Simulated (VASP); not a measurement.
WS2: single point with PBEsol

The system is WS2.

```
W S
1.0
     1.62102    0.93589    6.37046
    -1.62102    0.93589    6.37046
     0.00000   -1.87179    6.37046
W S
1 2
Direct
  0.99933 0.99933 0.99933
  0.74796 0.74796 0.74796
  0.58401 0.58401 0.58401
```

This cell differs from its parent crystal: strain +0.030 along x and y, +0.000 along z.

- Program: VASP 6.6.1
- Task: single point
- Functional: PBEsol
- Potentials or basis: VASP PAW PBE potentials, release 64 (W_sv, S)
- Cutoff: 520 eV
- k mesh: 12 × 12 × 12
- Occupations: gaussian, width 0.05 eV
- Spin: no spin polarisation
- Dipole correction: no
- Further INCAR settings: ALGO = Normal; EDIFF = 1e-07; NBANDS = 20

```yaml
Pressure: -8.2 GPa
Largest_force: 0.605 eV/Å
Band_gap_on_the_k_mesh: 0.97 eV (least direct gap 1.62 eV)
```

Forces on the atoms (eV/Å):
```
W    0.000  0.000  0.000
S    0.000  0.000 -0.605
S    0.000  0.000  0.605
```

Stress tensor (GPa, compression positive):
```
-9.59  0.00  0.00
 0.00 -9.59  0.00
 0.00  0.00 -5.46
```

Levels at points of the mesh, in eV from the valence-band top:
```csv
k point,band 10,band 11,band 12,band 13,band 14,band 15,band 16,band 17
"(0.00, 0.00, 0.00)",-2.32,-2.32,-1.56,-0.94,2.07,2.07,2.34,2.34
"(0.50, 0.00, 0.00)",-4.02,-2.43,-1.93,-1.58,1.99,2.38,3.41,3.74
"(0.50, 0.50, 0.00)",-3.96,-2.88,-2.06,-1.47,1.96,2.45,3.06,4.09
"(0.50, 0.50, 0.50)",-3.42,-2.30,-2.30,0.00,2.13,2.13,2.24,2.24
```

Run time: 5.3 min on 1 thread of Intel(R) Xeon(R) 6975P-C (Granite Rapids) (shared host), peak memory 0.46 GiB.

Caveat: the cell differs from its parent crystal (strain +0.030 along x and y, +0.000 along z); the cell stands under tension; the PAW data sets were made with another functional, which shifts forces and pressure a little; spin-orbit coupling is left out, which moves the levels of the heavy elements. A k mesh can miss the band edges.
